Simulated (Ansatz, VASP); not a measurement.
# Two plane-wave programs on C

File INCAR:

```
  PREC = Accurate
  ENCUT = 520
  EDIFF = 1E-7
  ISMEAR = 0
  SIGMA = 0.15
  LREAL = False
  LASPH = True
  NELM = 100
  ALGO = Normal
  ISIF = 2
  LWAVE = False
  LCHARG = False
  GGA = PE
  IVDW = 12
  NBANDS = 36
```

KPOINTS

```
regular mesh
0
Gamma
  18 18 2
```

Contents of POSCAR:

```
C
1.0
    2.4648840281      0.0000000000     -0.0123244201
   -1.2324420141      2.1346521857      0.0061622101
   -0.1030304738      0.0000000000     20.6060947640
C
12
Direct
    0.6666666667      0.3333333333      0.9519899901
    0.6666666667      0.3333333333      0.4520101828
    0.6666666667      0.3333333333      0.7793231472
    0.6666666667      0.3333333333      0.2793433400
    0.0000000000      0.0000000000      0.6156666650
    0.3333333333      0.6666666667      0.2793231472
    0.0000000000      0.0000000000      0.1156666650
    0.6666666667      0.3333333333      0.6156666650
    0.3333333333      0.6666666667      0.7793433400
    0.3333333333      0.6666666667      0.1156666650
    0.3333333333      0.6666666667      0.4519899901
    0.3333333333      0.6666666667      0.9520101828
```

Input for Ansatz:

```yaml
crystal:
  lattice:
    - [2.4648840281, 0.0, -0.0123244201]
    - [-1.2324420141, 2.1346521857, 0.0061622101]
    - [-0.1030304738, 0.0, 20.606094764]
  atoms:
    - { symbol: C, position: [0.6666666667, 0.3333333333, 0.9519899901] }
    - { symbol: C, position: [0.6666666667, 0.3333333333, 0.4520101828] }
    - { symbol: C, position: [0.6666666667, 0.3333333333, 0.7793231472] }
    - { symbol: C, position: [0.6666666667, 0.3333333333, 0.27934334] }
    - { symbol: C, position: [0.0, 0.0, 0.615666665] }
    - { symbol: C, position: [0.3333333333, 0.6666666667, 0.2793231472] }
    - { symbol: C, position: [0.0, 0.0, 0.115666665] }
    - { symbol: C, position: [0.6666666667, 0.3333333333, 0.615666665] }
    - { symbol: C, position: [0.3333333333, 0.6666666667, 0.77934334] }
    - { symbol: C, position: [0.3333333333, 0.6666666667, 0.115666665] }
    - { symbol: C, position: [0.3333333333, 0.6666666667, 0.4519899901] }
    - { symbol: C, position: [0.3333333333, 0.6666666667, 0.9520101828] }
basis:
  ecutwfc: 420
kpoints:
  mp_grid: { grid: [18, 18, 2] }
hamiltonian:
  xc: pbe
  dispersion: d3bj
scf:
  occupations: { method: gaussian, width: 0.15 }
output:
  forces: true
  stress: true
  eigenvalues: true
  write_density: true
  write_potential: true
  elf: true
  volumetric_format: npy
```

Change from the starting cell: strain -0.0100 x Voigt [0, 0, 0, 0, 1, 0], atoms carried along.

Alike in both runs: task single point; functional PBE; dispersion D3(BJ); k mesh 18 × 18 × 2; occupations gaussian, width 0.15 eV; no spin polarisation.

|  | VASP | Ansatz |
| --- | --- | --- |
| version | VASP 6.6.1 | Ansatz 0.2.0 |
| potentials or method | VASP PAW PBE potentials, release 64 (C), cutoff 520 eV | scalar-relativistic, plane waves, PAW |
| valence electrons in the cell | 48 | 48 |

```csv
,VASP,Ansatz,Ansatz less VASP
pressure (GPa),0.4,0.0,-0.44
"traceless stress, the component that is largest in VASP (GPa)",-0.52,0.00,+0.518
```
